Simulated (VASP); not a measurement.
# Ga (P6/mmm) in VASP: a series of runs, part 2 of 2

VASP 6.6.1. Earlier steps stand in the parts before.

## 3. Relaxation of cell and atoms, PBE

This run uses another cell than the first one, of 19.59 Å³/atom.

INCAR reads:

```
SYSTEM = Ga
ALGO = Normal ; EDIFF = 1E-6
EDIFFG = -0.01 ; ENCUT = 600
GGA = PE ; IBRION = 2
ISIF = 3 ; ISMEAR = -1
LASPH = .True. ; LCHARG = .False.
LREAL = .False. ; LWAVE = .False.
NELM = 60 ; NSW = 80
PREC = Accurate ; SIGMA = 0.1
```

KPOINTS reads:

```
k-points
0
Gamma
  8 8 11
  0 0 0
```

POSCAR reads:

```
Ga
1.0
    4.8020307411      0.0000000000      0.0000000000
   -2.4010153706      4.1586806116      0.0000000000
    0.0000000000      0.0000000000      2.9436448443
Ga
3
Direct
    0.0000000000      0.0000000000      0.0000000000
    0.3333333333      0.6666666667      0.5000000000
    0.6666666667      0.3333333333      0.5000000000
```

Potentials or basis: VASP PAW PBE potentials, release 64 (Ga_d).

Run with:

```bash
> cat potpaw_PBE.64/Ga_d/POTCAR > POTCAR
> mpirun -np 1 vasp_std > vasp.out
```

OUTCAR:

```text
SYSTEM = Ga
   EDIFF = 1E-6
   EDIFFG = -0.01
   ENCUT = 600
   GGA = PE
   IBRION = 2
   ISIF = 3
   ISMEAR = -1
   LASPH = .True.
   LREAL = .False.
   NELM = 60
   NSW = 80
   PREC = Accurate

 ion  position               nearest neighbor table
   1  0.000  0.000  0.000-
   2  0.333  0.667  0.500-   3 2.77   3 2.77   3 2.77
   3  0.667  0.333  0.500-   2 2.77   2 2.77   2 2.77

  LATTYP: Found a hexagonal cell.
 ALAT       =     4.8020307411
 C/A-ratio  =     0.6130000000

  Lattice vectors:

 A1 = (   4.8020307411,   0.0000000000,   0.0000000000)
 A2 = (  -2.4010153706,   4.1586806116,   0.0000000000)
 A3 = (   0.0000000000,   0.0000000000,   2.9436448443)

Analysis of symmetry for initial positions (statically):
=====================================================================
 Subroutine PRICEL returns:
 Original cell was already a primitive cell.

 Routine SETGRP: Setting up the symmetry group for a
 hexagonal supercell.

 Subroutine GETGRP returns: Found 24 space group operations
 (whereof 24 operations were pure point group operations)
 out of a pool of 24 trial point group operations.

[... 174 lines left out ...]
  in kB       -6.9861996     -6.9861996     -3.1135220      0.0000000     -0.0000000      0.0000000
  external PRESSURE =      -5.6953070 kB  Pullay stress =       0.0000000 kB
[... 92 lines left out ...]
  FREE ENERGIE OF THE ION-ELECTRON SYSTEM (eV)
  ---------------------------------------------------
  free  energy   TOTEN  =        -8.5977887370 eV

  energy  without entropy=       -8.5405408571  energy(sigma->0) =       -8.56916480

[... ionic steps 4 to 13 ...]

--------------------------------------- Ionic step       14  -------------------------------------------

 number of electron      39.0000004 magnetization

------------------------ aborting loop because EDIFF is reached ----------------------------------------
[... 69 lines left out ...]
--------------------------------------- Ionic step       16  -------------------------------------------

 number of electron      39.0000010 magnetization

 Free energy of the ion-electron system (eV)
  ---------------------------------------------------
  ext. energy  EPLUGINS =         0.00000000
  ---------------------------------------------------
  free energy    TOTEN  =        -8.60241972 eV

  energy without entropy =       -8.55370190  energy(sigma->0) =       -8.57806081

 E-fermi :   5.4057     XC(G=0): -10.8985

 val. band max:        5.3993286954   @ k =   0.3750   0.2500   0.3636
 cond. band min:       5.4577852664   @ k =   0.2500   0.1250   0.4545
 fundamental gap:      0.0584565710
 Fermi energy:         5.4056899517

 k-point     1 :       0.0000    0.0000    0.0000
  band No.  band energies     occupation
      1      -9.7216      2.00000
      2      -9.5588      2.00000
      3      -9.5588      2.00000
      4      -9.5455      2.00000
      5      -9.5246      2.00000
      6      -9.4958      2.00000
[... 613 lines left out ...]
     22       9.4743      0.00000
     23       9.4817      0.00000

 [... further k-points ...]
[... 5 lines left out ...]
  --------------------------------------------------------------------------------------
  -------------------------------------------------------------------------------------
  Total        0.0198776      0.0198776      0.0005256     -0.0000000      0.0000000     -0.0000000
  in kB        0.5500570      0.5500570      0.0145445     -0.0000000      0.0000000     -0.0000000
  external PRESSURE =       0.3715528 kB  Pullay stress =       0.0000000 kB
[... 18 lines left out ...]
  FREE ENERGIE OF THE ION-ELECTRON SYSTEM (eV)
  ---------------------------------------------------
  free  energy   TOTEN  =        -8.6024197205 eV

  energy  without entropy=       -8.5537018977  energy(sigma->0) =       -8.57806081

 reached required accuracy - stopping structural energy minimisation
```

CONTCAR:

```text
Ga
   1.00000000000000
     4.7067157961602364    0.0000000000011365   -0.0000000000000002
    -2.3533578981281407    4.0761354479181060   -0.0000000000000001
    -0.0000000000000001   -0.0000000000000001    3.0178750458487031
  Ga
     3
Direct
     0.0000000000000000    0.0000000000000000    0.0000000000000000
     0.3333333332999970    0.6666666667000030    0.5000000000000000
     0.6666666667000030    0.3333333332999970    0.5000000000000000

  0.00000000E+00  0.00000000E+00  0.00000000E+00
  0.00000000E+00  0.00000000E+00  0.00000000E+00
  0.00000000E+00  0.00000000E+00  0.00000000E+00
```

Run time: 8.8 min. Hardware: 1 thread of Intel Xeon Platinum 8259CL at 2.50GHz (Skylake/Cascade Lake), shared host; peak memory 0.25 GiB.

What came out:

| Property | Result |
| --- | --- |
| Free energy | -8.6024 eV |
| Relaxed volume | 19.30 Å³/atom |
| Relaxed cell | a = 4.707 Å, b = 4.707 Å, c = 3.018 Å, α = 90.00°, β = 90.00°, γ = 120.00° |
| Space group after relaxing (to 0.1 Å) | P6/mmm (No. 191) |
| Energy gained by relaxing | 2.3 meV/atom |
| Ionic steps | 16 |
| Pressure after relaxing | 0.0 GPa |
| Band gap on the k mesh | zero (an odd number of electrons rules out a gap without spin polarisation) |

The path:
| step | energy change (eV) | largest force (eV/Å) | pressure (GPa) | volume (Å³) |
| --- | --- | --- | --- | --- |
| 1 | 0.0000 | 0.0000 | -0.57 | 58.78 |
| 2 | -0.0021 | 0.0000 | -0.02 | 58.19 |
| 3 | -0.0021 | 0.0000 | -0.25 | 58.17 |
| 4 | -0.0022 | 0.0000 | -0.17 | 58.12 |
| 5 | -0.0024 | 0.0000 | -0.07 | 58.01 |
| 6 | -0.0026 | 0.0000 | 0.20 | 57.81 |
| 7 | -0.0025 | 0.0000 | -0.12 | 57.91 |
| 8 | -0.0026 | 0.0000 | 0.03 | 57.85 |
| 9 | -0.0026 | 0.0000 | 0.04 | 57.83 |
| 10 | -0.0030 | 0.0000 | -0.01 | 57.82 |
| 11 | -0.0044 | 0.0000 | 0.06 | 57.78 |
| 12 | -0.0065 | 0.0000 | 0.26 | 57.68 |
| 13 | -0.0065 | 0.0000 | 0.25 | 57.63 |
| 14 | -0.0066 | 0.0000 | 0.26 | 57.66 |
| 15 | -0.0067 | 0.0000 | -0.07 | 58.03 |
| 16 | -0.0068 | 0.0000 | 0.04 | 57.90 |

Final structure:
```
CELL_PARAMETERS angstrom
4.70672 0.00000 0.00000
-2.35336 4.07614 0.00000
0.00000 0.00000 3.01788
ATOMIC_POSITIONS crystal
Ga 0.00000 0.00000 0.00000
Ga 0.33333 0.66667 0.50000
Ga 0.66667 0.33333 0.50000
```

Levels at points of the mesh, in eV from the Fermi level:
```tsv
k point	band 17	band 18	band 19	band 20	band 21	band 22
(0.00, 0.00, 0.00)	-2.71	-2.41	-1.20	-1.20	-1.00	-1.00
(0.50, 0.00, 0.00)	-8.62	-4.25	-3.61	4.45	4.70	5.59
```
